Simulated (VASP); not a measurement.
# TiO2 in VASP: further runs, part 2 of 3

VASP 6.6.1. The steps go on from the part before.

## Step 4: Single point, PBE, collinear spin, ferromagnetic start

This run uses another cell than the first one, of 13.57 Å³/atom, 0.954 times its volume.

INCAR reads:

```
SYSTEM = TiO2
PREC = Accurate ; ENCUT = 520
EDIFF = 1E-6 ; ISMEAR = 0
SIGMA = 0.1 ; LREAL = .False.
LASPH = .True. ; NELM = 150
ALGO = Normal ; ISIF = 2
LWAVE = .False. ; LCHARG = .False.
ISPIN = 2 ; MAGMOM = 1 0 0
LORBIT = 11 ; LMAXMIX = 4
GGA = PE ; NBANDS = 23
```

KPOINTS reads:

```
Automatic mesh
0
Gamma
  6 6 4
  0 0 0
```

POSCAR reads:

```
TiO2
1.0
    2.9899090254      0.0000000000      0.0000000000
   -1.4949545127      2.5893371710      0.0000000000
    0.0000000000      0.0000000000      5.2567182902
Ti O
1 2
Direct
    0.0000000000      0.0000000000      0.7695740607
    0.3333333333      0.6666666667      0.9530179156
    0.6666666667      0.3333333333      0.5861322437
```

Potentials or basis: VASP PAW PBE potentials, release 64 (Ti_sv, O).

On the command line:

```
$ cat potpaw_PBE.64/Ti_sv/POTCAR potpaw_PBE.64/O/POTCAR > POTCAR
$ mpirun -np 1 vasp_std > vasp.out
```

OUTCAR:

```text
SYSTEM = TiO2
   PREC = Accurate
   ENCUT = 520
   EDIFF = 1E-6
   ISMEAR = 0
   LREAL = .False.
   LASPH = .True.
   NELM = 150
   ISIF = 2
   ISPIN = 2
   LORBIT = 11
   GGA = PE

 ion  position               nearest neighbor table
   1  0.000  0.000  0.770-   3 1.98   3 1.98   3 1.98   2 1.98   2 1.98   2 1.98
   2  0.333  0.667  0.953-   1 1.98   1 1.98   1 1.98
   3  0.667  0.333  0.586-   1 1.98   1 1.98   1 1.98

  LATTYP: Found a hexagonal cell.
 ALAT       =     2.9899090254
 C/A-ratio  =     1.7581532567

  Lattice vectors:

 A1 = (   2.9899090254,   0.0000000000,   0.0000000000)
 A2 = (  -1.4949545127,   2.5893371710,   0.0000000000)
 A3 = (   0.0000000000,   0.0000000000,   5.2567182902)

Analysis of symmetry for initial positions (statically):
=====================================================================
 Subroutine PRICEL returns:
 Original cell was already a primitive cell.

 Routine SETGRP: Setting up the symmetry group for a
 hexagonal supercell.

 Subroutine GETGRP returns: Found 12 space group operations
 (whereof  6 operations were pure point group operations)
 out of a pool of 24 trial point group operations.

The static configuration has the point symmetry C_3v.
 The point group associated with its full space group is D_3d.

Analysis of symmetry for dynamics (positions and initial velocities):
=====================================================================
 Subroutine PRICEL returns:
 Original cell was already a primitive cell.

 Routine SETGRP: Setting up the symmetry group for a
 hexagonal supercell.

 Subroutine GETGRP returns: Found 12 space group operations
 (whereof  6 operations were pure point group operations)
 out of a pool of 24 trial point group operations.

The dynamic configuration has the point symmetry C_3v.
 The point group associated with its full space group is D_3d.

Analysis of structural, dynamic, and magnetic symmetry:
=====================================================================
 Subroutine PRICEL returns:
[... 158 lines left out ...]
  free energy    TOTEN  =       -26.49461472 eV

  energy without entropy =      -26.49461472  energy(sigma->0) =      -26.49461472

 E-fermi :   1.7363     XC(G=0):  -9.5209

 val. band max:        1.3053960689   @ k =   0.1667   0.1667   0.0000
 cond. band min:       3.9592057147   @ k =   0.0000   0.0000   0.5000
 fundamental gap:      2.6538096457
 Fermi energy:         1.7363334986

 spin component 1

 k-point     1 :       0.0000    0.0000    0.0000
  band No.  band energies     occupation
      1     -55.0892      1.00000
      2     -31.3529      1.00000
      3     -31.0710      1.00000
      4     -31.0710      1.00000
      5     -16.1586      1.00000
      6     -14.3512      1.00000
[... 613 lines left out ...]
     22      17.3948      0.00000
     23      18.6048      0.00000
 Fermi energy:         1.7363334986

 spin component 2

 k-point     1 :       0.0000    0.0000    0.0000
  band No.  band energies     occupation
      1     -55.0892      1.00000
      2     -31.3529      1.00000
      3     -31.0709      1.00000
      4     -31.0709      1.00000
      5     -16.1586      1.00000
      6     -14.3512      1.00000
[... 613 lines left out ...]
     22      17.3948      0.00000
     23      18.6047      0.00000

------------------------ aborting loop because EDIFF is reached ----------------------------------------

  FORCE on cell =-STRESS in cart. coord.  units (eV):
  Direction    XX          YY          ZZ          XY          YZ          ZX
  --------------------------------------------------------------------------------------
  -------------------------------------------------------------------------------------
  Total        0.1908991      0.1908991      0.1248677      0.0000000      0.0000000      0.0000000
  in kB        7.5154183      7.5154183      4.9158597      0.0000000      0.0000000      0.0000000
  external PRESSURE =       6.6488988 kB  Pullay stress =       0.0000000 kB

 VOLUME and BASIS-vectors are now :
 -----------------------------------------------------------------------------
  energy-cutoff  :      520.00
  volume of cell :       40.70
      direct lattice vectors                 reciprocal lattice vectors
     2.989909025  0.000000000  0.000000000     0.334458337  0.193099611  0.000000000
    -1.494954513  2.589337171  0.000000000     0.000000000  0.386199222  0.000000000
     0.000000000  0.000000000  5.256718290     0.000000000  0.000000000  0.190232755

 POSITION                                       TOTAL-FORCE (eV/Angst)
 -----------------------------------------------------------------------------------
      0.00000      0.00000      4.04543        -0.000000      0.000000      0.000000
     -0.00000      1.72622      5.00975        -0.000000      0.000000      0.059291
      1.49495      0.86311      3.08113         0.000000     -0.000000     -0.059291
 -----------------------------------------------------------------------------------
    total drift:                               -0.000000      0.000000     -0.014293

  FREE ENERGIE OF THE ION-ELECTRON SYSTEM (eV)
  ---------------------------------------------------
  free  energy   TOTEN  =       -26.4946147165 eV

  energy  without entropy=      -26.4946147165  energy(sigma->0) =      -26.49461472

 total charge

# of ion       s       p       d       tot
------------------------------------------
    1        2.213   6.290   1.751  10.254
    2        1.577   3.459   0.000   5.036
    3        1.577   3.459   0.000   5.036
--------------------------------------------------
tot          5.368  13.209   1.751  20.327

 magnetization (x)

# of ion       s       p       d       tot
------------------------------------------
    1        0.000  -0.000   0.000   0.000
    2       -0.000  -0.000   0.000  -0.000
    3       -0.000  -0.000   0.000  -0.000
--------------------------------------------------
tot         -0.000  -0.000   0.000  -0.000
```

OSZICAR:

```text
N       E                     dE             d eps       ncg     rms          rms(c)
DAV:   1     0.262819444449E+03    0.26282E+03   -0.12245E+04  2208   0.115E+03
DAV:   2    -0.778346447546E+01   -0.27060E+03   -0.25341E+03  2370   0.359E+02
DAV:   3    -0.339041304569E+02   -0.26121E+02   -0.25879E+02  3524   0.108E+02
DAV:   4    -0.346422158336E+02   -0.73809E+00   -0.73649E+00  2519   0.162E+01
DAV:   5    -0.346565949623E+02   -0.14379E-01   -0.14376E-01  2687   0.228E+00    0.232E+01
DAV:   6    -0.272786567889E+02    0.73779E+01   -0.34517E+01  2657   0.629E+01    0.100E+01
DAV:   7    -0.266846355662E+02    0.59402E+00   -0.10616E+01  2421   0.252E+01    0.708E+00
DAV:   8    -0.264865654269E+02    0.19807E+00   -0.89127E-01  2558   0.928E+00    0.250E+00
DAV:   9    -0.265312561451E+02   -0.44691E-01   -0.22247E-01  2669   0.405E+00    0.195E+00
DAV:  10    -0.264987908906E+02    0.32465E-01   -0.98107E-02  2509   0.291E+00    0.696E-01
DAV:  11    -0.264947101325E+02    0.40808E-02   -0.17504E-02  2538   0.132E+00    0.181E-01
DAV:  12    -0.264946142009E+02    0.95932E-04   -0.14664E-03  2474   0.288E-01    0.539E-02
DAV:  13    -0.264945968275E+02    0.17373E-04   -0.96541E-05  2467   0.733E-02    0.180E-02
DAV:  14    -0.264946139458E+02   -0.17118E-04   -0.26398E-05  2252   0.469E-02    0.946E-03
DAV:  15    -0.264946147165E+02   -0.77069E-06   -0.34175E-06  2556   0.194E-02
   1 F= -.26494615E+02 E0= -.26494615E+02  d E =-.215396E-10  mag=     0.0000
```

stdout:

```text
POSCAR found type information on POSCAR TiO
 POSCAR found :  2 types and       3 ions
 scaLAPACK will be used
 LDA part: xc-table for (Slater+PW92), standard interpolation
 POSCAR, INCAR and KPOINTS ok, starting setup
 FFT: planning ... GRIDC
 FFT: planning ... GRID_SOFT
 FFT: planning ... GRID
 WAVECAR not read
 entering main loop
```

It took 34 s on 1 thread of Intel Xeon Platinum 8259CL at 2.50GHz (Skylake/Cascade Lake), shared host; peak memory 0.19 GiB.

Results:

```
Free energy                                           : -26.4946 eV
Pressure                                              : 0.7 GPa
Largest force                                         : 0.059 eV/Å
Band gap on the k mesh                                : 2.65 eV, indirect (least direct gap 2.87 eV)
Net moment                                            : 0.00 μB per cell
Valence electrons inside the program's atomic spheres : Ti 10.25; O 5.04
```

Forces in eV/Å, atoms in the order of the input:
```
Ti   0.000  0.000  0.000
O    0.000  0.000  0.059
O    0.000  0.000 -0.059
```

Stress tensor (GPa, compression positive):
```
0.75 0.00 0.00
0.00 0.75 0.00
0.00 0.00 0.49
```

[end of part 2 of 3]
